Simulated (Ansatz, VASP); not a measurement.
# La in VASP and in Ansatz

INCAR

```
ALGO = Normal ; EDIFF = 1E-6
ENCUT = 520 ; GGA = PE
ISIF = 2 ; ISMEAR = -1
LASPH = True ; LCHARG = False
LREAL = False ; LWAVE = False
NBANDS = 18 ; NELM = 80
PREC = Accurate ; SIGMA = 0.05
```

File KPOINTS:

```
k-points
0
Gamma
  12 12 7
```

POSCAR

```
La
1.0
    3.8572553588      0.0000000000      0.0000000000
   -1.9286276794      3.3404811296      0.0000000000
    0.0000000000      0.0000000000      6.1952989195
La
2
Direct
    0.3333333333      0.6666666667      0.2500000000
    0.6666666667      0.3333333333      0.7500000000
```

Input for Ansatz:

```yaml
crystal:
  lattice:
    - [3.8572553588, 0.0, 0.0]
    - [-1.9286276794, 3.3404811296, 0.0]
    - [0.0, 0.0, 6.1952989195]
  atoms:
    - { symbol: La, position: [0.3333333333, 0.6666666667, 0.25] }
    - { symbol: La, position: [0.6666666667, 0.3333333333, 0.75] }
kpoints:
  mp_grid: { grid: [12, 12, 7] }
scf:
  occupations: { method: fermi_dirac, width: 0.05 }
hamiltonian:
  xc: pbe
  pseudopotentials: { kind: all_electron, lapw: { basis_error: 0.001 } }
output:
  forces: true
  stress: true
  eigenvalues: true
```

Change from the starting cell: volume scaled by 1.06.

Alike in both runs: task single point; functional PBE; k mesh 12 × 12 × 7; occupations fermi-dirac, width 0.05 eV; no spin polarisation.

|  | VASP | Ansatz |
| --- | --- | --- |
| version | VASP 6.6.1 | Ansatz 0.2.0 |
| potentials or method | VASP PAW PBE potentials, release 64 (La), cutoff 520 eV | all-electron LAPW, scalar-relativistic |

Ansatz gave:

- pressure (GPa): -1.4
- traceless stress, the component that is largest in VASP (GPa): -0.07

Problem. What did VASP give for the same quantities?

Solution. Pressure (GPa): -1.3; traceless stress, the component that is largest in VASP (GPa): -0.07.

Ansatz ran all-electron here, and VASP with PAW potentials.

Spin-orbit coupling is off throughout.
